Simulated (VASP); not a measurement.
# Rb3Ag in VASP: a series of runs

The runs below take Rb3Ag through single point, with r2SCAN.

Program: VASP 6.6.1. These are calculated values, not measurements. Logs are shortened: lines on timing, memory, paths and dates and some standing lists are left out, and cuts for length are marked.

### 1 The cell of the first run

Symmetry: Pm-3m, No. 221, cubic system. Conventional cell: a = 6.136 Å, b = 6.136 Å, c = 6.136 Å, α = 90.00°, β = 90.00°, γ = 90.00°. Within 5.7 Å of Rb (site symmetry 4/mmm) lie 8 Rb at 4.34 Å and 4 Ag at 4.34 Å. Ag (site symmetry m-3m) has 12 Rb at 4.34 Å within 5.7 Å.

### 2 Single point, r2SCAN

POSCAR reads:

```
Rb3Ag
1.0
    6.1361480000      0.0000000000      0.0000000000
    0.0000000000      6.1361480000      0.0000000000
    0.0000000000      0.0000000000      6.1361480000
Rb Ag
3 1
Direct
    0.0000000000      0.5000000000      0.5000000000
    0.5000000000      0.0000000000      0.5000000000
    0.5000000000      0.5000000000      0.0000000000
    0.0000000000      0.0000000000      0.0000000000
```

INCAR.step1 reads:

```
ALGO = Normal
EDIFF = 1E-4
ENCUT = 520
GGA = PE
ISMEAR = 1
LASPH = T
LCHARG = F
LREAL = F
LWAVE = T
NBANDS = 27
NELM = 100
PREC = Accurate
SIGMA = 0.05
```

INCAR.step2 reads:

```
ALGO = Normal
EDIFF = 1E-7
ENCUT = 520
ISIF = 2
ISMEAR = 1
ISTART = 1
LASPH = T
LCHARG = F
LMIXTAU = T
LREAL = F
LWAVE = F
METAGGA = R2SCAN
NBANDS = 27
NELM = 100
PREC = Accurate
SIGMA = 0.05
```

KPOINTS reads:

```
k-points
0
Gamma
  6 6 6
```

Potentials or basis: VASP PAW PBE potentials, release 64 (Rb_sv, Ag).

On the command line:

```bash
> cat potpaw_PBE.64/Rb_sv/POTCAR potpaw_PBE.64/Ag/POTCAR > POTCAR
> cp INCAR.step1 INCAR
> mpirun -np 1 vasp_std > vasp.out
> cp INCAR.step2 INCAR
> mpirun -np 1 vasp_std > vasp.out
```

OUTCAR:

```text
EDIFF = 1E-7
   ENCUT = 520
   ISIF = 2
   ISMEAR = 1
   ISTART = 1
   LASPH = T
   LREAL = F
   METAGGA = R2SCAN
   NELM = 100
   PREC = Accurate

 ion  position               nearest neighbor table
   1  0.000  0.500  0.500-   2 4.34   3 4.34   4 4.34   3 4.34   4 4.34   2 4.34   4 4.34   4 4.34
                             2 4.34   3 4.34   3 4.34   2 4.34
   2  0.500  0.000  0.500-   1 4.34   3 4.34   4 4.34   3 4.34   4 4.34   1 4.34   3 4.34   3 4.34
                             1 4.34   4 4.34   4 4.34   1 4.34
   3  0.500  0.500  0.000-   1 4.34   2 4.34   4 4.34   1 4.34   2 4.34   2 4.34   4 4.34   2 4.34
                             1 4.34   4 4.34   1 4.34   4 4.34
   4  0.000  0.000  0.000-   1 4.34   2 4.34   3 4.34   1 4.34   2 4.34   1 4.34   3 4.34   1 4.34
                             2 4.34   3 4.34   2 4.34   3 4.34

  LATTYP: Found a simple cubic cell.
 ALAT       =     6.1361480000

  Lattice vectors:

 A1 = (   6.1361480000,   0.0000000000,   0.0000000000)
 A2 = (   0.0000000000,   6.1361480000,   0.0000000000)
 A3 = (   0.0000000000,   0.0000000000,   6.1361480000)

Analysis of symmetry for initial positions (statically):
=====================================================================
 Subroutine PRICEL returns:
 Original cell was already a primitive cell.

 Routine SETGRP: Setting up the symmetry group for a
 simple cubic supercell.

 Subroutine GETGRP returns: Found 48 space group operations
 (whereof 48 operations were pure point group operations)
 out of a pool of 48 trial point group operations.

The static configuration has the point symmetry O_h .

Analysis of symmetry for dynamics (positions and initial velocities):
=====================================================================
 Subroutine PRICEL returns:
 Original cell was already a primitive cell.

 Routine SETGRP: Setting up the symmetry group for a
 simple cubic supercell.

 Subroutine GETGRP returns: Found 48 space group operations
 (whereof 48 operations were pure point group operations)
 out of a pool of 48 trial point group operations.

The dynamic configuration has the point symmetry O_h .

 Subroutine INISYM returns: Found 48 space group operations
 (whereof 48 operations are pure point group operations),
 and found     1 'primitive' translations

----------------------------------------------------------------------------------------

                                     Primitive cell

  volume of cell :     231.0402

  direct lattice vectors                    reciprocal lattice vectors
     6.136148000  0.000000000  0.000000000     0.162968690  0.000000000  0.000000000
     0.000000000  6.136148000  0.000000000     0.000000000  0.162968690  0.000000000
     0.000000000  0.000000000  6.136148000     0.000000000  0.000000000  0.162968690

  length of vectors
     6.136148000  6.136148000  6.136148000     0.162968690  0.162968690  0.162968690

  position of ions in fractional coordinates (direct lattice)
     0.000000000  0.500000000  0.500000000
     0.500000000  0.000000000  0.500000000
     0.500000000  0.500000000  0.000000000
     0.000000000  0.000000000  0.000000000

  ion indices of the primitive-cell ions
   primitive index   ion index
                 1           1
                 2           2
                 3           3
                 4           4

----------------------------------------------------------------------------------------

 KPOINTS: k-points

Automatic generation of k-mesh.
 Grid dimensions read from file:
 generate k-points for:    6    6    6

 Generating k-lattice:

  Cartesian coordinates                     Fractional coordinates (reciprocal lattice)
     0.027161448  0.000000000  0.000000000     0.166666667  0.000000000  0.000000000
     0.000000000  0.027161448  0.000000000     0.000000000  0.166666667  0.000000000
     0.000000000  0.000000000  0.027161448     0.000000000  0.000000000  0.166666667

  Length of vectors
     0.027161448  0.027161448  0.027161448

  Shift w.r.t. Gamma in fractional coordinates (k-lattice)
     0.000000000  0.000000000  0.000000000

 Subroutine IBZKPT returns following result:
 ===========================================

 Found     20 irreducible k-points:

 Following reciprocal coordinates:
            Coordinates               Weight
  0.000000  0.000000  0.000000      1.000000
  0.166667  0.000000  0.000000      6.000000
  0.333333  0.000000  0.000000      6.000000
  0.500000  0.000000  0.000000      3.000000
  0.166667  0.166667  0.000000     12.000000
  0.333333  0.166667  0.000000     24.000000
[... 12 lines left out ...]
  0.500000  0.500000  0.333333      6.000000
  0.500000  0.500000  0.500000      1.000000
   k-points           NKPTS =     20   k-points in BZ     NKDIM =     20   number of bands    NBANDS=     27
   number of dos      NEDOS =    301   number of ions     NIONS =      4
   total plane-waves  NPLWV = 110592
   dimension x,y,z NGX =    48 NGY =   48 NGZ =   48
   dimension x,y,z NGXF=    96 NGYF=   96 NGZF=   96
   ions per type =               3   1
   NGX,Y,Z   is equivalent  to a cutoff of  13.00, 13.00, 13.00 a.u.
   NGXF,Y,Z  is equivalent  to a cutoff of  26.01, 26.01, 26.01 a.u.
 SYSTEM =  unknown system
   PREC   = accura    normal or accurate (medium, high low for compatibility)
   ISTART =      1    job   : 0-new  1-cont  2-samecut
   ICHARG =      0    charge: 1-file 2-atom 10-const
   ISPIN  =      1    spin polarized calculation?
   LNONCOLLINEAR =      F non collinear calculations
   LSORBIT =      F    spin-orbit coupling
   LASPH  =      T    aspherical Exc in radial PAW
   ENCUT  =  520.0 eV  38.22 Ry    6.18 a.u.  11.41 11.41 11.41*2*pi/ulx,y,z
   NELM   =    100;   NELMIN=  2; NELMDL=  0     # of ELM steps
   EDIFF  = 0.1E-06   stopping-criterion for ELM
   LREAL  =      F    real-space projection
   EDIFFG = 0.1E-05   stopping-criterion for IOM
   NSW    =      0    number of steps for IOM
   IBRION =     -1    ionic relax: 0-MD 1-quasi-New 2-CG
   NFREE  =      0    steps in history (QN), initial steepest desc. (CG)
   ISIF   =      2    stress and relaxation
   ISYM   =      2    0-nonsym 1-usesym 2-fastsym
   POTIM  = 0.5000    time-step for ionic-motion
   TEBEG  =    0.0;   TEEND  =   0.0 temperature during run
   PSTRESS=    0.0 pullay stress
   NELECT =      38.0000    total number of electrons
   NUPDOWN=      -1.0000    fix difference up-down
   EMIN   =  10.00;   EMAX   =-10.00  energy-range for DOS
   EFERMI =   0.00;   METHOD = LEGACY
   ISMEAR =     1;   SIGMA  =   0.05  broadening in eV -4-tet -1-fermi 0-gaus
   EFERMI_NEDOS =   21; number of points for ismear=-14 and -15
   IALGO  =     38    algorithm
   IMIX   =      4    mixing-type and parameters
     AMIX     =   0.40;   BMIX     =  1.00
     AMIX_MAG =   1.60;   BMIX_MAG =  1.00
  volume/ion in A,a.u.               =      57.76       389.78
  Fermi-wavevector in a.u.,A,eV,Ry     =   0.896961  1.695010 10.946417  0.804539
  Thomas-Fermi vector in A             =   2.019485
   LORBIT       =      0    0 simple, 1 ext, 2 COOP (PROOUT), +10 PAW based schemes
   METAGGA = R2SCAN    functional components
   LHFCALC =     F    Hartree Fock is set to
   AEXX    =    0.0000 exact exchange contribution
   IVDW    =     0    specifies the selected vdW correction
   LEPSILON=     F    determine dielectric tensor
   LRPA    =     F    only Hartree local field effects (RPA)
 non-spin polarized calculation
 Methfessel and Paxton  Order N= 1 SIGMA  =   0.05
  energy-cutoff  :      520.00
  volume of cell :      231.04
 maximum number of plane-waves:      6246
 NGX is ok and might be reduce to    48
   NGX = 23   NGY = 23   NGZ = 23

 number of electron      37.9999994 magnetization

 Free energy of the ion-electron system (eV)
  ---------------------------------------------------
  ext. energy  EPLUGINS =         0.00000000
  ---------------------------------------------------
  free energy    TOTEN  =       -62.39418461 eV

  energy without entropy =      -62.39396095  energy(sigma->0) =      -62.39411006

 E-fermi :   1.1432     XC(G=0):  -6.8333

 val. band max:        1.1213402126   @ k =   0.5000   0.5000   0.1667
 cond. band min:       1.2451620295   @ k =   0.3333   0.3333   0.0000
 fundamental gap:      0.1238218169
 Fermi energy:         1.1432029698

 k-point     1 :       0.0000    0.0000    0.0000
  band No.  band energies     occupation
      1     -28.9445      2.00000
      2     -28.9143      2.00000
      3     -28.9143      2.00000
      4     -12.6159      2.00000
      5     -12.6159      2.00000
      6     -12.6159      2.00000
[... 19 lines left out ...]
     26       3.7277      0.00000
     27       3.7277      0.00000

 k-point     2 :       0.1667    0.0000    0.0000
  band No.  band energies     occupation
      1     -28.9427      2.00000
      2     -28.9161      2.00000
      3     -28.9143      2.00000
      4     -12.6064      2.00000
      5     -12.6064      2.00000
      6     -12.6014      2.00000
[... 19 lines left out ...]
     26       3.8341      0.00000
     27       3.8341      0.00000

 k-point     3 :       0.3333    0.0000    0.0000
  band No.  band energies     occupation
      1     -28.9381      2.00000
      2     -28.9206      2.00000
      3     -28.9142      2.00000
      4     -12.5835      2.00000
      5     -12.5835      2.00000
      6     -12.5600      2.00000
[... 19 lines left out ...]
     26       4.0009      0.00000
     27       4.1370      0.00000

 k-point     4 :       0.5000    0.0000    0.0000
  band No.  band energies     occupation
      1     -28.9344      2.00000
      2     -28.9243      2.00000
      3     -28.9142      2.00000
      4     -12.5688      2.00000
      5     -12.5688      2.00000
      6     -12.4997      2.00000
[... 19 lines left out ...]
     26       4.0744      0.00000
     27       4.0744      0.00000
[... 396 lines left out ...]
      4     -12.6916      2.00000
      5     -12.5704      2.00000
      6     -12.5638      2.00000
[... 19 lines left out ...]
     26       5.0654      0.00000
     27       5.0880      0.00000

 k-point    19 :       0.5000    0.5000    0.3333
  band No.  band energies     occupation
      1     -28.9242      2.00000
      2     -28.9242      2.00000
      3     -28.9242      2.00000
      4     -12.7088      2.00000
      5     -12.5820      2.00000
      6     -12.5667      2.00000
[... 19 lines left out ...]
     26       5.2612      0.00000
     27       5.2612      0.00000

 k-point    20 :       0.5000    0.5000    0.5000
  band No.  band energies     occupation
      1     -28.9242      2.00000
      2     -28.9242      2.00000
      3     -28.9242      2.00000
      4     -12.7291      2.00000
      5     -12.5816      2.00000
      6     -12.5816      2.00000
[... 19 lines left out ...]
     26       5.4048      0.00000
     27       5.4048      0.00000

------------------------ aborting loop because EDIFF is reached ----------------------------------------

  FORCE on cell =-STRESS in cart. coord.  units (eV):
  Direction    XX          YY          ZZ          XY          YZ          ZX
  --------------------------------------------------------------------------------------
  -------------------------------------------------------------------------------------
  Total       -0.2391574     -0.2391574     -0.2391574      0.0000000     -0.0000000     -0.0000000
  in kB       -1.6584671     -1.6584671     -1.6584671      0.0000000     -0.0000000     -0.0000000
  external PRESSURE =      -1.6584671 kB  Pullay stress =       0.0000000 kB

 VOLUME and BASIS-vectors are now :
 -----------------------------------------------------------------------------
  energy-cutoff  :      520.00
  volume of cell :      231.04
      direct lattice vectors                 reciprocal lattice vectors
     6.136148000  0.000000000  0.000000000     0.162968690  0.000000000  0.000000000
     0.000000000  6.136148000  0.000000000     0.000000000  0.162968690  0.000000000
     0.000000000  0.000000000  6.136148000     0.000000000  0.000000000  0.162968690

 POSITION                                       TOTAL-FORCE (eV/Angst)
 -----------------------------------------------------------------------------------
      0.00000      3.06807      3.06807         0.000000      0.000000      0.000000
      3.06807      0.00000      3.06807         0.000000      0.000000      0.000000
      3.06807      3.06807      0.00000         0.000000      0.000000      0.000000
      0.00000      0.00000      0.00000         0.000000      0.000000      0.000000
 -----------------------------------------------------------------------------------
    total drift:                                0.000000     -0.000000     -0.000000

  FREE ENERGIE OF THE ION-ELECTRON SYSTEM (eV)
  ---------------------------------------------------
  free  energy   TOTEN  =       -62.3941846080 eV

  energy  without entropy=      -62.3939609498  energy(sigma->0) =      -62.39411006
```

Run time: 9.8 min. Hardware: 1 thread of Intel Xeon 8259CL, shared host; peak memory 0.43 GiB.

What came out:

```yaml
Free_energy: -62.3942 eV
Pressure: -0.2 GPa
Band_gap_on_the_k_mesh: zero (bands 19 and 20 overlap by 1.03 eV)
```

Caveat: the PAW data sets were made with another functional, which shifts forces and pressure a little.

(Continued in part 2 of 3.)
